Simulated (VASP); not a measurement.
# P (Fd-3m) in VASP: notebook, part 2 of 2

VASP 6.6.1. Earlier steps stand in the parts before.

## (4) Single point, RPBE (volume scaled by 0.92)

Input file INCAR:

```
SYSTEM = P
ALGO = Normal
EDIFF = 1E-6
ENCUT = 520
GGA = RP
ISIF = 2
ISMEAR = -1
LASPH = .TRUE.
LCHARG = .TRUE.
LELF = .TRUE.
LREAL = .FALSE.
LVHAR = .TRUE.
LWAVE = .FALSE.
NBANDS = 12
NELM = 80
PREC = Accurate
SIGMA = 0.1
```

Input file KPOINTS:

```
k-points
0
G
  11 11 11
  0 0 0
```

Input file POSCAR:

```
P
1.0
    0.0000000000      2.6946344485      2.6946344485
    2.6946344485      0.0000000000      2.6946344485
    2.6946344485      2.6946344485      0.0000000000
P
2
Direct
    0.1250000000      0.1250000000      0.1250000000
    0.8750000000      0.8750000000      0.8750000000
```

Potentials or basis: VASP PAW PBE potentials, release 64 (P).

The run is started by

```
$ cat potpaw_PBE.64/P/POTCAR > POTCAR
$ mpirun -np 1 vasp_std > vasp.out
```

OUTCAR:

```text
SYSTEM = P
   EDIFF = 1E-6
   ENCUT = 520
   GGA = RP
   ISIF = 2
   ISMEAR = -1
   LASPH = .TRUE.
   LREAL = .FALSE.
   NELM = 80
   PREC = Accurate

 ion  position               nearest neighbor table
   1  0.125  0.125  0.125-   2 2.33   2 2.33   2 2.33   2 2.33
   2  0.875  0.875  0.875-   1 2.33   1 2.33   1 2.33   1 2.33

  LATTYP: Found a face centered cubic cell.
 ALAT       =     5.3892688970

  Lattice vectors:

 A1 = (   0.0000000000,   2.6946344485,   2.6946344485)
 A2 = (   2.6946344485,   0.0000000000,   2.6946344485)
 A3 = (   2.6946344485,   2.6946344485,   0.0000000000)

Analysis of symmetry for initial positions (statically):
=====================================================================
 Subroutine PRICEL returns:
 Original cell was already a primitive cell.

 Routine SETGRP: Setting up the symmetry group for a
 face centered cubic supercell.

 Subroutine GETGRP returns: Found 48 space group operations
 (whereof 12 operations were pure point group operations)
 out of a pool of 48 trial point group operations.

The static configuration has the point symmetry D_3d.
 The point group associated with its full space group is O_h .

Analysis of symmetry for dynamics (positions and initial velocities):
=====================================================================
 Subroutine PRICEL returns:
 Original cell was already a primitive cell.

 Routine SETGRP: Setting up the symmetry group for a
 face centered cubic supercell.

 Subroutine GETGRP returns: Found 48 space group operations
 (whereof 12 operations were pure point group operations)
 out of a pool of 48 trial point group operations.

The dynamic configuration has the point symmetry D_3d.
 The point group associated with its full space group is O_h .

 Subroutine INISYM returns: Found 48 space group operations
 (whereof 12 operations are pure point group operations),
 and found     1 'primitive' translations

----------------------------------------------------------------------------------------

                                     Primitive cell

  volume of cell :      39.1318

  direct lattice vectors                    reciprocal lattice vectors
     0.000000000  2.694634449  2.694634449    -0.185553926  0.185553926  0.185553926
     2.694634449  0.000000000  2.694634449     0.185553926 -0.185553926  0.185553926
     2.694634449  2.694634449  0.000000000     0.185553926  0.185553926 -0.185553926

  length of vectors
     3.810788583  3.810788583  3.810788583     0.321388827  0.321388827  0.321388827

  position of ions in fractional coordinates (direct lattice)
     0.125000000  0.125000000  0.125000000
     0.875000000  0.875000000  0.875000000

  ion indices of the primitive-cell ions
   primitive index   ion index
                 1           1
                 2           2

----------------------------------------------------------------------------------------

 KPOINTS: k-points

Automatic generation of k-mesh.
 Grid dimensions read from file:
 generate k-points for:   11   11   11

 Generating k-lattice:

  Cartesian coordinates                     Fractional coordinates (reciprocal lattice)
    -0.016868539  0.016868539  0.016868539     0.090909091  0.000000000  0.000000000
     0.016868539 -0.016868539  0.016868539     0.000000000  0.090909091  0.000000000
     0.016868539  0.016868539 -0.016868539     0.000000000  0.000000000  0.090909091

  Length of vectors
     0.029217166  0.029217166  0.029217166

  Shift w.r.t. Gamma in fractional coordinates (k-lattice)
     0.000000000  0.000000000  0.000000000

 Subroutine IBZKPT returns following result:
 ===========================================

 Found     56 irreducible k-points:

 Following reciprocal coordinates:
            Coordinates               Weight
  0.000000  0.000000  0.000000      1.000000
  0.090909  0.000000  0.000000      8.000000
  0.181818  0.000000  0.000000      8.000000
  0.272727  0.000000  0.000000      8.000000
  0.363636  0.000000  0.000000      8.000000
  0.454545  0.000000  0.000000      8.000000
[... 16 lines left out ...]
 -0.272727  0.181818  0.000000     24.000000
 -0.181818  0.181818  0.000000     12.000000
 [... further k-points ...]
   k-points           NKPTS =     56   k-points in BZ     NKDIM =     56   number of bands    NBANDS=     12
   number of dos      NEDOS =    301   number of ions     NIONS =      2
   total plane-waves  NPLWV =  21952
   dimension x,y,z NGX =    28 NGY =   28 NGZ =   28
   dimension x,y,z NGXF=    56 NGYF=   56 NGZF=   56
   ions per type =               2
   NGX,Y,Z   is equivalent  to a cutoff of  12.22, 12.22, 12.22 a.u.
   NGXF,Y,Z  is equivalent  to a cutoff of  24.43, 24.43, 24.43 a.u.
 SYSTEM =  P
   PREC   = accura    normal or accurate (medium, high low for compatibility)
   ISTART =      0    job   : 0-new  1-cont  2-samecut
   ICHARG =      2    charge: 1-file 2-atom 10-const
   ISPIN  =      1    spin polarized calculation?
   LNONCOLLINEAR =      F non collinear calculations
   LSORBIT =      F    spin-orbit coupling
   LASPH  =      T    aspherical Exc in radial PAW
   ENCUT  =  520.0 eV  38.22 Ry    6.18 a.u.   7.09  7.09  7.09*2*pi/ulx,y,z
   NELM   =     80;   NELMIN=  2; NELMDL= -5     # of ELM steps
   EDIFF  = 0.1E-05   stopping-criterion for ELM
   LREAL  =      F    real-space projection
   EDIFFG = 0.1E-04   stopping-criterion for IOM
   NSW    =      0    number of steps for IOM
   IBRION =     -1    ionic relax: 0-MD 1-quasi-New 2-CG
   NFREE  =      0    steps in history (QN), initial steepest desc. (CG)
   ISIF   =      2    stress and relaxation
   ISYM   =      2    0-nonsym 1-usesym 2-fastsym
   POTIM  = 0.5000    time-step for ionic-motion
   TEBEG  =    0.0;   TEEND  =   0.0 temperature during run
   PSTRESS=    0.0 pullay stress
   NELECT =      10.0000    total number of electrons
   NUPDOWN=      -1.0000    fix difference up-down
   EMIN   =  10.00;   EMAX   =-10.00  energy-range for DOS
   EFERMI =   0.00;   METHOD = LEGACY
   ISMEAR =    -1;   SIGMA  =   0.10  broadening in eV -4-tet -1-fermi 0-gaus
   EFERMI_NEDOS =   21; number of points for ismear=-14 and -15
   IALGO  =     38    algorithm
   IMIX   =      4    mixing-type and parameters
     AMIX     =   0.40;   BMIX     =  1.00
     AMIX_MAG =   1.60;   BMIX_MAG =  1.00
  volume/ion in A,a.u.               =      19.57       132.04
  Fermi-wavevector in a.u.,A,eV,Ry     =   1.038879  1.963197 14.684355  1.079270
  Thomas-Fermi vector in A             =   2.173384
   LORBIT       =      0    0 simple, 1 ext, 2 COOP (PROOUT), +10 PAW based schemes
   GGA     = RP    functional components
   LHFCALC =     F    Hartree Fock is set to
   AEXX    =    0.0000 exact exchange contribution
   IVDW    =     0    specifies the selected vdW correction
   LEPSILON=     F    determine dielectric tensor
   LRPA    =     F    only Hartree local field effects (RPA)
 non-spin polarized calculation
  energy-cutoff  :      520.00
  volume of cell :       39.13
 maximum number of plane-waves:      1067
   NGX = 15   NGY = 15   NGZ = 15

 number of electron      10.0000000 magnetization

 number of electron       9.9999998 magnetization

 Free energy of the ion-electron system (eV)
  ---------------------------------------------------
  ext. energy  EPLUGINS =         0.00000000
  ---------------------------------------------------
  free energy    TOTEN  =        -8.96376516 eV

  energy without entropy =       -8.93352870  energy(sigma->0) =       -8.94864693

 E-fermi :   6.5865     XC(G=0):  -9.6641

 val. band max:        6.5834279655   @ k =   0.0000   0.0000   0.0000
 cond. band min:       6.5882969206   @ k =   0.4545   0.3636   0.0909
 fundamental gap:      0.0048689551
 Fermi energy:         6.5865483257

 k-point     1 :       0.0000    0.0000    0.0000
  band No.  band energies     occupation
      1      -8.8558      2.00000
      2       3.3708      2.00000
      3       3.3708      2.00000
      4       3.3708      2.00000
      5       3.5903      2.00000
      6       6.5834      1.01560
      7       6.5834      1.01560
      8       6.5834      1.01560
      9      12.8241      0.00000
     10      13.2674      0.00000
     11      13.2674      0.00000
     12      16.9133      0.00000
[... 331 lines left out ...]
 k-point    24 :      -0.1818    0.1818    0.0000
  band No.  band energies     occupation
      1      -7.8451      2.00000
      2      -1.3919      2.00000
      3       1.2451      2.00000
      4       2.7430      2.00000
      5       5.9040      1.99783
      6       7.7002      0.00003
      7       7.8782      0.00000
      8       9.2128      0.00000
      9      11.8330      0.00000
     10      14.1499      0.00000
     11      15.0620      0.00000
     12      17.3702      0.00000

 [... further k-points ...]
[... 5 lines left out ...]
  --------------------------------------------------------------------------------------
  -------------------------------------------------------------------------------------
  Total        0.8485767      0.8485767      0.8485767      0.0000000     -0.0000000      0.0000000
  in kB       34.7433828     34.7433828     34.7433828      0.0000000     -0.0000000      0.0000000
  external PRESSURE =      34.7433828 kB  Pullay stress =       0.0000000 kB

 VOLUME and BASIS-vectors are now :
 -----------------------------------------------------------------------------
  energy-cutoff  :      520.00
  volume of cell :       39.13
      direct lattice vectors                 reciprocal lattice vectors
     0.000000000  2.694634449  2.694634449    -0.185553926  0.185553926  0.185553926
     2.694634449  0.000000000  2.694634449     0.185553926 -0.185553926  0.185553926
     2.694634449  2.694634449  0.000000000     0.185553926  0.185553926 -0.185553926

 POSITION                                       TOTAL-FORCE (eV/Angst)
 -----------------------------------------------------------------------------------
      0.67366      0.67366      0.67366         0.000000      0.000000      0.000000
      4.71561      4.71561      4.71561        -0.000000     -0.000000     -0.000000
 -----------------------------------------------------------------------------------
    total drift:                               -0.000000     -0.000000     -0.000000

  FREE ENERGIE OF THE ION-ELECTRON SYSTEM (eV)
  ---------------------------------------------------
  free  energy   TOTEN  =        -8.9637651648 eV

  energy  without entropy=       -8.9335287000  energy(sigma->0) =       -8.94864693
```

Run time: 37 s. Hardware: 1 thread of Intel Xeon 6975P-C, shared host; peak memory 0.16 GiB.

Results:

```yaml
Free_energy: -8.9638 eV
Pressure: 3.5 GPa
Band_gap_on_the_k_mesh: zero (band 5 reaches 7.42 eV, above the bottom of band 6 at 5.55 eV)
```

Caveat: the PAW data sets were made with another functional, which shifts forces and pressure a little.

## (5) Single point, RPBE (volume scaled by 0.96)

Input file INCAR:

```
SYSTEM = P
PREC = Accurate ; ENCUT = 520
EDIFF = 1E-7 ; ISMEAR = -1
SIGMA = 0.1 ; LREAL = .FALSE.
LASPH = .TRUE. ; NELM = 100
ALGO = Normal ; ISIF = 2
LWAVE = .FALSE. ; LCHARG = .FALSE.
GGA = RP ; NBANDS = 12
```

Input file KPOINTS:

```
Automatic mesh
0
G
  11 11 11
  0 0 0
```

Input file POSCAR:

```
P
1.0
    0.0000000000      2.7331344279      2.7331344279
    2.7331344279      0.0000000000      2.7331344279
    2.7331344279      2.7331344279      0.0000000000
P
2
Direct
    0.1250000000      0.1250000000      0.1250000000
    0.8750000000      0.8750000000      0.8750000000
```

The run is started by

```
$ cat potpaw_PBE.64/P/POTCAR > POTCAR
$ mpirun -np 1 vasp_std > vasp.out
```

It took 52 s on 1 thread of Intel Xeon 6975P-C, shared host; peak memory 0.17 GiB.

It converged, with:

| Item | Value |
| --- | --- |
| Free energy | -8.9899 eV |
| Pressure | 1.5 GPa |
| Band gap on the k mesh | zero (band 5 reaches 6.91 eV, above the bottom of band 6 at 5.17 eV) |

Levels at points of the mesh, in eV from the Fermi level:
```tsv
k point	band 3	band 4	band 5	band 6	band 7	band 8
(0.00, 0.00, 0.00)	-3.07	-3.07	-3.07	0.08	0.08	0.08
```

Caveat: the PAW data sets were made with another functional, which shifts forces and pressure a little.

## (6) Summary

```csv
cell,k mesh,gap on the mesh (eV),pressure (GPa)
"a = 3.918 Å, angles 60.0°, 2 atoms",10 × 10 × 10,none,-0.3
"a = 3.755 Å, angles 60.0°, 2 atoms",11 × 11 × 11,none,6.0
"a = 3.811 Å, angles 60.0°, 2 atoms",11 × 11 × 11,none,3.5
"a = 3.865 Å, angles 60.0°, 2 atoms",11 × 11 × 11,none,1.5
```

Alike in all rows: task single point; level RPBE; potentials or basis VASP PAW PBE potentials, release 64 (P); no spin polarisation; cutoff (eV) 520; smearing fermi-dirac 0.1 eV.

Caveats: the PAW data sets were made with another functional, which shifts forces and pressure a little.

Absolute energies hang on the potentials; compare differences alone.
